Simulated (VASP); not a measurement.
# Al3GaN4 (P-42m) in VASP: further runs

Al3GaN4 is run at these levels: PBEsol; tasks: single point.

Program: VASP 6.6.1. These are calculated values, not measurements. Logs are shortened: lines on timing, memory, paths and dates and some standing lists are left out, and cuts for length are marked.

## 1. The cell of the first run

Symmetry: P-42m, No. 111, tetragonal system. The conventional cell has a = 4.160 Å, b = 4.160 Å, c = 4.419 Å, α = 90.00°, β = 90.00°, γ = 90.00°. Al (site symmetry -42m) has 4 N at 1.83 Å within 2.4 Å. Within 2.4 Å of Al (site symmetry 222) lie 4 N at 1.83 Å. Within 2.5 Å of Ga (site symmetry -42m) lie 4 N at 1.88 Å. Within 2.4 Å of N (site symmetry m) lie 3 Al at 1.83 Å and 1 Ga at 1.88 Å.

## 2. Single point, PBEsol (9.56 Å³/atom)

File INCAR:

```
  ALGO = Normal
  EDIFF = 1E-6
  ENCUT = 520
  GGA = PS
  ISIF = 2
  ISMEAR = 0
  LASPH = True
  LCHARG = False
  LREAL = False
  LWAVE = False
  NBANDS = 31
  NELM = 100
  PREC = Accurate
  SIGMA = 0.05
```

File KPOINTS:

```
k-points
0
Gamma
  6 6 6
```

File POSCAR:

```
Al3GaN4
1.0
    4.1595149684      0.0000000000      0.0000000000
    0.0000000000      4.1595149684      0.0000000000
    0.0000000000      0.0000000000      4.4194846539
Al Ga N
3 1 4
Direct
    0.5000000000      0.5000000000      0.0000000000
    0.5000000000      0.0000000000      0.5000000000
    0.0000000000      0.5000000000      0.5000000000
    0.0000000000      0.0000000000      0.0000000000
    0.7447140287      0.7447140287      0.2552859713
    0.7447140287      0.2552859713      0.7447140287
    0.2552859713      0.7447140287      0.7447140287
    0.2552859713      0.2552859713      0.2552859713
```

Potentials or basis: VASP PAW PBE potentials, release 64 (Al, Ga_d, N).

The run is started by

```
cat potpaw_PBE.64/Al/POTCAR potpaw_PBE.64/Ga_d/POTCAR potpaw_PBE.64/N/POTCAR > POTCAR
mpirun -np 1 vasp_std > vasp.out
```

OUTCAR:

```text
EDIFF = 1E-6
   ENCUT = 520
   GGA = PS
   ISIF = 2
   ISMEAR = 0
   LASPH = True
   LREAL = False
   NELM = 100
   PREC = Accurate

 ion  position               nearest neighbor table
   1  0.500  0.500  0.000-   5 1.83   6 1.83   7 1.83   8 1.83   4 2.94   4 2.94   4 2.94   4 2.94
                             3 3.03   2 3.03   3 3.03   2 3.03   3 3.03   2 3.03   3 3.03   2 3.03
   2  0.500  0.000  0.500-   5 1.83   6 1.83   7 1.83   8 1.83   3 2.94   3 2.94   3 2.94   3 2.94
                             4 3.03   1 3.03   1 3.03   1 3.03   4 3.03   4 3.03   4 3.03   1 3.03
   3  0.000  0.500  0.500-   5 1.83   6 1.83   7 1.83   8 1.83   2 2.94   2 2.94   2 2.94   2 2.94
                             4 3.03   1 3.03   4 3.03   4 3.03   1 3.03   4 3.03   1 3.03   1 3.03
   4  0.000  0.000  0.000-   5 1.88   6 1.88   7 1.88   8 1.88   1 2.94   1 2.94   1 2.94   1 2.94
                             3 3.03   2 3.03   3 3.03   3 3.03   3 3.03   2 3.03   2 3.03   2 3.03
   5  0.745  0.745  0.255-   2 1.83   3 1.83   1 1.83   4 1.88
   6  0.745  0.255  0.745-   2 1.83   3 1.83   1 1.83   4 1.88
   7  0.255  0.745  0.745-   2 1.83   3 1.83   1 1.83   4 1.88
   8  0.255  0.255  0.255-   2 1.83   3 1.83   1 1.83   4 1.88

  LATTYP: Found a simple tetragonal cell.
 ALAT       =     4.1595149684
 C/A-ratio  =     1.0625000000

  Lattice vectors:

 A1 = (   4.1595149684,   0.0000000000,   0.0000000000)
 A2 = (   0.0000000000,   4.1595149684,   0.0000000000)
 A3 = (   0.0000000000,   0.0000000000,   4.4194846539)

Analysis of symmetry for initial positions (statically):
=====================================================================
 Subroutine PRICEL returns:
 Original cell was already a primitive cell.

 Routine SETGRP: Setting up the symmetry group for a
 simple tetragonal supercell.

 Subroutine GETGRP returns: Found  8 space group operations
 (whereof  8 operations were pure point group operations)
 out of a pool of 16 trial point group operations.

The static configuration has the point symmetry D_2d.

Analysis of symmetry for dynamics (positions and initial velocities):
=====================================================================
 Subroutine PRICEL returns:
 Original cell was already a primitive cell.

 Routine SETGRP: Setting up the symmetry group for a
 simple tetragonal supercell.

 Subroutine GETGRP returns: Found  8 space group operations
 (whereof  8 operations were pure point group operations)
 out of a pool of 16 trial point group operations.

[... 118 lines left out ...]
   ISIF   =      2    stress and relaxation
   ISYM   =      2    0-nonsym 1-usesym 2-fastsym
   POTIM  = 0.5000    time-step for ionic-motion
   TEBEG  =    0.0;   TEEND  =   0.0 temperature during run
   PSTRESS=    0.0 pullay stress
   NELECT =      42.0000    total number of electrons
   NUPDOWN=      -1.0000    fix difference up-down
   EMIN   =  10.00;   EMAX   =-10.00  energy-range for DOS
   EFERMI =   0.00;   METHOD = LEGACY
   ISMEAR =     0;   SIGMA  =   0.05  broadening in eV -4-tet -1-fermi 0-gaus
   EFERMI_NEDOS =   21; number of points for ismear=-14 and -15
   IALGO  =     38    algorithm
   IMIX   =      4    mixing-type and parameters
     AMIX     =   0.40;   BMIX     =  1.00
     AMIX_MAG =   1.60;   BMIX_MAG =  1.00
  volume/ion in A,a.u.               =       9.56        64.50
  Fermi-wavevector in a.u.,A,eV,Ry     =   1.340723  2.533598 24.456976  1.797537
  Thomas-Fermi vector in A             =   2.469013
   LORBIT       =      0    0 simple, 1 ext, 2 COOP (PROOUT), +10 PAW based schemes
   GGA     = PS    functional components
   LHFCALC =     F    Hartree Fock is set to
   AEXX    =    0.0000 exact exchange contribution
   IVDW    =     0    specifies the selected vdW correction
   LEPSILON=     F    determine dielectric tensor
   LRPA    =     F    only Hartree local field effects (RPA)
 non-spin polarized calculation
 Gauss-broadening in eV      SIGMA  =   0.05
  energy-cutoff  :      520.00
  volume of cell :       76.46
 maximum number of plane-waves:      2080
 NGX is ok and might be reduce to    32
   NGX = 15   NGY = 15   NGZ = 17

 number of electron      41.9999993 magnetization

 Free energy of the ion-electron system (eV)
  ---------------------------------------------------
  ext. energy  EPLUGINS =         0.00000000
  ---------------------------------------------------
  free energy    TOTEN  =       -59.14439541 eV

  energy without entropy =      -59.14439541  energy(sigma->0) =      -59.14439541

 E-fermi :   7.1421     XC(G=0): -11.8645

 val. band max:        6.9200241573   @ k =   0.1667   0.1667   0.0000
 cond. band min:      10.0686156394   @ k =   0.0000   0.0000   0.0000
 fundamental gap:      3.1485914822
 Fermi energy:         7.1420593767

 k-point     1 :       0.0000    0.0000    0.0000
  band No.  band energies     occupation
      1      -9.1492      2.00000
      2      -6.9283      2.00000
      3      -6.8401      2.00000
      4      -6.8401      2.00000
      5      -5.8007      2.00000
      6      -5.7795      2.00000
[... 805 lines left out ...]
     30      17.9377      0.00000
     31      18.5402      0.00000

 [... further k-points ...]

------------------------ aborting loop because EDIFF is reached ----------------------------------------

  FORCE on cell =-STRESS in cart. coord.  units (eV):
  Direction    XX          YY          ZZ          XY          YZ          ZX
  --------------------------------------------------------------------------------------
  -------------------------------------------------------------------------------------
  Total       14.5375121     14.5375121     10.4541621      0.0000000      0.0000000      0.0000000
  in kB      304.6096506    304.6096506    219.0497683      0.0000000      0.0000000      0.0000000
  external PRESSURE =     276.0896898 kB  Pullay stress =       0.0000000 kB

 VOLUME and BASIS-vectors are now :
 -----------------------------------------------------------------------------
  energy-cutoff  :      520.00
  volume of cell :       76.46
      direct lattice vectors                 reciprocal lattice vectors
     4.159514968  0.000000000  0.000000000     0.240412646  0.000000000  0.000000000
     0.000000000  4.159514968  0.000000000     0.000000000  0.240412646  0.000000000
     0.000000000  0.000000000  4.419484654     0.000000000  0.000000000  0.226270726

 POSITION                                       TOTAL-FORCE (eV/Angst)
 -----------------------------------------------------------------------------------
      2.07976      2.07976      0.00000        -0.000000     -0.000000     -0.000000
      2.07976      0.00000      2.20974        -0.000000      0.000000     -0.000000
      0.00000      2.07976      2.20974        -0.000000      0.000000     -0.000000
      0.00000      0.00000      0.00000        -0.000000      0.000000     -0.000000
      3.09765      3.09765      1.12823        -0.043873     -0.043873     -0.055806
      3.09765      1.06187      3.29125        -0.043873      0.043873      0.055806
      1.06187      3.09765      3.29125         0.043873     -0.043873      0.055806
      1.06187      1.06187      1.12823         0.043873      0.043873     -0.055806
 -----------------------------------------------------------------------------------
    total drift:                                0.000000      0.000000      0.000000

  FREE ENERGIE OF THE ION-ELECTRON SYSTEM (eV)
  ---------------------------------------------------
  free  energy   TOTEN  =       -59.1443954077 eV

  energy  without entropy=      -59.1443954077  energy(sigma->0) =      -59.14439541
```

OSZICAR:

```text
N       E                     dE             d eps       ncg     rms          rms(c)
DAV:   1     0.317625996827E+03    0.31763E+03   -0.19653E+04  2804   0.174E+03
DAV:   2    -0.253641862117E+02   -0.34299E+03   -0.31700E+03  2840   0.448E+02
DAV:   3    -0.671808279590E+02   -0.41817E+02   -0.41206E+02  2835   0.127E+02
DAV:   4    -0.687678646415E+02   -0.15870E+01   -0.15801E+01  3330   0.273E+01
DAV:   5    -0.688019543101E+02   -0.34090E-01   -0.34072E-01  3012   0.368E+00    0.173E+01
DAV:   6    -0.591585296673E+02    0.96434E+01   -0.26383E+01  3934   0.606E+01    0.591E+00
DAV:   7    -0.592339455975E+02   -0.75416E-01   -0.36174E+00  2987   0.118E+01    0.420E+00
DAV:   8    -0.591737370581E+02    0.60209E-01   -0.48218E-01  3377   0.741E+00    0.939E-01
DAV:   9    -0.591443769566E+02    0.29360E-01   -0.10454E-01  3909   0.501E+00    0.431E-01
DAV:  10    -0.591442952170E+02    0.81740E-04   -0.12868E-02  3046   0.664E-01    0.171E-01
DAV:  11    -0.591444046782E+02   -0.10946E-03   -0.76066E-04  3925   0.408E-01    0.232E-02
DAV:  12    -0.591443952255E+02    0.94526E-05   -0.19316E-04  3692   0.207E-01    0.153E-02
DAV:  13    -0.591443953525E+02   -0.12697E-06   -0.11349E-05  3918   0.451E-02    0.647E-03
DAV:  14    -0.591443954077E+02   -0.55184E-07   -0.27232E-06  2636   0.945E-03
   1 F= -.59144395E+02 E0= -.59144395E+02  d E =-.142498E-11
```

stdout:

```text
POSCAR found type information on POSCAR AlGaN
 POSCAR found :  3 types and       8 ions
 scaLAPACK will be used
 -----------------------------------------------------------------------------
|                                                                             |
|                                                                             |
|     You enforced a specific xc type in the INCAR file but a different       |
|     I HOPE YOU KNOW WHAT YOU ARE DOING!                                     |
|                                                                             |
 -----------------------------------------------------------------------------

 LDA part: xc-table for (Slater+PW92), standard interpolation
 POSCAR, INCAR and KPOINTS ok, starting setup
 FFT: planning ... GRIDC
 FFT: planning ... GRID_SOFT
 FFT: planning ... GRID
 WAVECAR not read
 entering main loop
```

Run time: 94 s. Hardware: 1 thread of Intel Xeon 8259CL, shared host; peak memory 0.23 GiB.

Results:

| Item | Value |
| --- | --- |
| Free energy | -59.1444 eV |
| Pressure | 27.6 GPa |
| Largest force | 0.083 eV/Å |
| Band gap on the k mesh | 3.15 eV (least direct gap 3.19 eV) |

Forces in eV/Å, atoms in the order of the input:
```
Al   0.000  0.000  0.000
Al   0.000  0.000  0.000
Al   0.000  0.000  0.000
Ga   0.000  0.000  0.000
N   -0.044 -0.044 -0.056
N   -0.044  0.044  0.056
N    0.044 -0.044  0.056
N    0.044  0.044 -0.056
```

Caveat: the stress differs along the axes, from 22 to 30 GPa; the PAW data sets were made with another functional, which shifts forces and pressure a little.

## 3. Single point, PBEsol (9.56 Å³/atom)

File INCAR:

```
SYSTEM = Al3GaN4
PREC = Accurate
ENCUT = 520
EDIFF = 1E-7
ISMEAR = 0
SIGMA = 0.05
LREAL = .False.
LASPH = .True.
NELM = 80
ALGO = Normal
ISIF = 2
LWAVE = .False.
LCHARG = .False.
GGA = PS
NBANDS = 31
```

File KPOINTS:

```
regular mesh
0
Gamma
  6 6 6
  0 0 0
```

Changes to POSCAR since step 2:

```diff
@@ -2,5 +2,5 @@
 1.0
-    4.1595149684      0.0000000000      0.0000000000
-    0.0000000000      4.1595149684      0.0000000000
-    0.0000000000      0.0000000000      4.4194846539
+    4.3311884463      0.0000000000      0.0000000000
+    0.0000000000      4.3311884463      0.0000000000
+    0.0000000000      0.0000000000      4.0760814468
 Al Ga N
```

Potentials or basis: VASP PAW PBE potentials, release 64 (Al, Ga_d, N).

The run is started by

```
cat potpaw_PBE.64/Al/POTCAR potpaw_PBE.64/Ga_d/POTCAR potpaw_PBE.64/N/POTCAR > POTCAR
mpirun -np 1 vasp_std > vasp.out
```

OUTCAR:

```text
SYSTEM = Al3GaN4
   PREC = Accurate
   ENCUT = 520
   EDIFF = 1E-7
   ISMEAR = 0
   LREAL = .False.
   LASPH = .True.
   NELM = 80
   ISIF = 2
   GGA = PS

 ion  position               nearest neighbor table
   1  0.500  0.500  0.000-   5 1.82   6 1.82   7 1.82   8 1.82   2 2.97   3 2.97   2 2.97   3 2.97
                             2 2.97   2 2.97   3 2.97   3 2.97   4 3.06   4 3.06   4 3.06   4 3.06
   2  0.500  0.000  0.500-   5 1.83   6 1.83   7 1.83   8 1.83   1 2.97   4 2.97   1 2.97   4 2.97
                             1 2.97   1 2.97   4 2.97   4 2.97   3 3.06   3 3.06   3 3.06   3 3.06
   3  0.000  0.500  0.500-   5 1.83   6 1.83   7 1.83   8 1.83   1 2.97   4 2.97   1 2.97   4 2.97
                             4 2.97   4 2.97   1 2.97   1 2.97   2 3.06   2 3.06   2 3.06   2 3.06
   4  0.000  0.000  0.000-   5 1.88   6 1.88   7 1.88   8 1.88   2 2.97   3 2.97   2 2.97   3 2.97
                             3 2.97   3 2.97   2 2.97   2 2.97   1 3.06   1 3.06   1 3.06   1 3.06
   5  0.745  0.745  0.255-   1 1.82   2 1.83   3 1.83   4 1.88
   6  0.745  0.255  0.745-   1 1.82   2 1.83   3 1.83   4 1.88
   7  0.255  0.745  0.745-   1 1.82   2 1.83   3 1.83   4 1.88
   8  0.255  0.255  0.255-   1 1.82   2 1.83   3 1.83   4 1.88

  LATTYP: Found a simple tetragonal cell.
 ALAT       =     4.3311884463
 C/A-ratio  =     0.9411000000
[... 206 lines left out ...]
      5      -5.7973      2.00000
      6      -5.7787      2.00000
[... 805 lines left out ...]
     30      17.5119      0.00000
     31      18.5840      0.00000

 [... further k-points ...]

------------------------ aborting loop because EDIFF is reached ----------------------------------------

  FORCE on cell =-STRESS in cart. coord.  units (eV):
  Direction    XX          YY          ZZ          XY          YZ          ZX
  --------------------------------------------------------------------------------------
  -------------------------------------------------------------------------------------
  Total       12.3397461     12.3397461     14.7929413      0.0000000      0.0000000      0.0000000
  in kB      258.5590802    258.5590802    309.9617483      0.0000000      0.0000000      0.0000000
  external PRESSURE =     275.6933029 kB  Pullay stress =       0.0000000 kB

 VOLUME and BASIS-vectors are now :
 -----------------------------------------------------------------------------
  energy-cutoff  :      520.00
  volume of cell :       76.46
      direct lattice vectors                 reciprocal lattice vectors
     4.331188446  0.000000000  0.000000000     0.230883512  0.000000000  0.000000000
     0.000000000  4.331188446  0.000000000     0.000000000  0.230883512  0.000000000
     0.000000000  0.000000000  4.076081447     0.000000000  0.000000000  0.245333665

 POSITION                                       TOTAL-FORCE (eV/Angst)
 -----------------------------------------------------------------------------------
      2.16559      2.16559      0.00000         0.000000      0.000000      0.000000
      2.16559      0.00000      2.03804         0.000000      0.000000      0.000000
      0.00000      2.16559      2.03804         0.000000      0.000000     -0.000000
      0.00000      0.00000      0.00000         0.000000      0.000000      0.000000
      3.22550      3.22550      1.04057         0.025807      0.025807      0.081913
      3.22550      1.10569      3.03552         0.025807     -0.025807     -0.081913
      1.10569      3.22550      3.03552        -0.025807      0.025807     -0.081913
      1.10569      1.10569      1.04057        -0.025807     -0.025807      0.081913
 -----------------------------------------------------------------------------------
    total drift:                                0.000000      0.000000     -0.000000

  FREE ENERGIE OF THE ION-ELECTRON SYSTEM (eV)
  ---------------------------------------------------
  free  energy   TOTEN  =       -59.1663704793 eV

  energy  without entropy=      -59.1663704793  energy(sigma->0) =      -59.16637048
```

OSZICAR:

```text
N       E                     dE             d eps       ncg     rms          rms(c)
DAV:   1     0.317921013367E+03    0.31792E+03   -0.19932E+04  2830   0.175E+03
DAV:   2    -0.260913299838E+02   -0.34401E+03   -0.32002E+03  2864   0.453E+02
DAV:   3    -0.672358207112E+02   -0.41144E+02   -0.40619E+02  2783   0.126E+02
DAV:   4    -0.687864394843E+02   -0.15506E+01   -0.15449E+01  3322   0.271E+01
DAV:   5    -0.688191859026E+02   -0.32746E-01   -0.32732E-01  2908   0.370E+00    0.173E+01
DAV:   6    -0.591806300470E+02    0.96386E+01   -0.26390E+01  3910   0.606E+01    0.591E+00
DAV:   7    -0.592563191368E+02   -0.75689E-01   -0.36271E+00  3028   0.118E+01    0.420E+00
DAV:   8    -0.591950512969E+02    0.61268E-01   -0.47742E-01  3324   0.731E+00    0.929E-01
DAV:   9    -0.591664154395E+02    0.28636E-01   -0.10095E-01  3916   0.495E+00    0.438E-01
DAV:  10    -0.591662688056E+02    0.14663E-03   -0.13228E-02  3030   0.675E-01    0.173E-01
DAV:  11    -0.591663791640E+02   -0.11036E-03   -0.76378E-04  3965   0.396E-01    0.226E-02
DAV:  12    -0.591663707108E+02    0.84532E-05   -0.18317E-04  3645   0.195E-01    0.154E-02
DAV:  13    -0.591663705376E+02    0.17321E-06   -0.11251E-05  3947   0.464E-02    0.716E-03
DAV:  14    -0.591663704659E+02    0.71681E-07   -0.31024E-06  3084   0.103E-02    0.133E-03
DAV:  15    -0.591663704793E+02   -0.13424E-07   -0.11538E-07  2107   0.304E-03
   1 F= -.59166370E+02 E0= -.59166370E+02  d E =-.839488E-16
```

stdout:

```text
POSCAR found type information on POSCAR AlGaN
 POSCAR found :  3 types and       8 ions
 scaLAPACK will be used
 -----------------------------------------------------------------------------
|                                                                             |
|                                                                             |
|     You enforced a specific xc type in the INCAR file but a different       |
|     I HOPE YOU KNOW WHAT YOU ARE DOING!                                     |
|                                                                             |
 -----------------------------------------------------------------------------

 LDA part: xc-table for (Slater+PW92), standard interpolation
 POSCAR, INCAR and KPOINTS ok, starting setup
 FFT: planning ... GRIDC
 FFT: planning ... GRID_SOFT
 FFT: planning ... GRID
 WAVECAR not read
 entering main loop
```

Run time: 2.1 min. Hardware: 1 thread of Intel Xeon 8259CL, shared host; peak memory 0.23 GiB.

What came out:

- Free energy: -59.1664 eV
- Pressure: 27.6 GPa
- Largest force: 0.090 eV/Å
- Band gap on the k mesh: 3.04 eV

Forces in eV/Å, atoms in the order of the input:
```
Al   0.000  0.000  0.000
Al   0.000  0.000  0.000
Al   0.000  0.000  0.000
Ga   0.000  0.000  0.000
N    0.026  0.026  0.082
N    0.026 -0.026 -0.082
N   -0.026  0.026 -0.082
N   -0.026 -0.026  0.082
```

Stress tensor (GPa, compression positive):
```
25.86  0.00  0.00
 0.00 25.86  0.00
 0.00  0.00 31.00
```

Caveat: the stress differs along the axes, from 26 to 31 GPa; the PAW data sets were made with another functional, which shifts forces and pressure a little.

(Part 1 of 2 ends here.)
